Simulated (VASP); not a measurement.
Input of a VASP 6.6.1 run:

INCAR

```
PREC = Accurate
ENCUT = 520
EDIFF = 1E-6
ISMEAR = -1
SIGMA = 0.02
LREAL = F
LASPH = T
NELM = 60
ALGO = Normal
ISIF = 2
LWAVE = F
LCHARG = F
GGA = PE
IVDW = 12
NBANDS = 31
```

File KPOINTS:

```
Automatic mesh
0
Gamma
  12 12 2
```

Contents of POSCAR:

```
PtS2
1.0
    3.4302793734      0.0000000000      0.0000000000
   -1.7151396867      2.9707090795      0.0000000000
    0.0000000000      0.0000000000     10.4407876574
Pt S
2 4
Direct
    0.3333333333      0.6666666667      0.2500000000
    0.6666666667      0.3333333333      0.7500000000
    0.6666666667      0.3333333333      0.3863989538
    0.6666666667      0.3333333333      0.1136010462
    0.3333333333      0.6666666667      0.8863989538
    0.3333333333      0.6666666667      0.6136010462
```

Potentials or basis: VASP PAW PBE potentials, release 64 (Pt, S).

Run with:

```bash
$ cat potpaw_PBE.64/Pt/POTCAR potpaw_PBE.64/S/POTCAR > POTCAR
$ mpirun -np 1 vasp_std > vasp.out
```

Q: Predict the largest force.

A: 0.042 eV/Å.

Q: Predict the pressure.

A: -0.3 GPa.

Forces on the atoms (eV/Å):
```
Pt   0.000  0.000  0.000
Pt   0.000  0.000  0.000
S    0.000  0.000 -0.042
S    0.000  0.000  0.042
S    0.000  0.000 -0.042
S    0.000  0.000  0.042
```

Caveat: pairwise dispersion overbinds metals, which lowers pressure and volume.
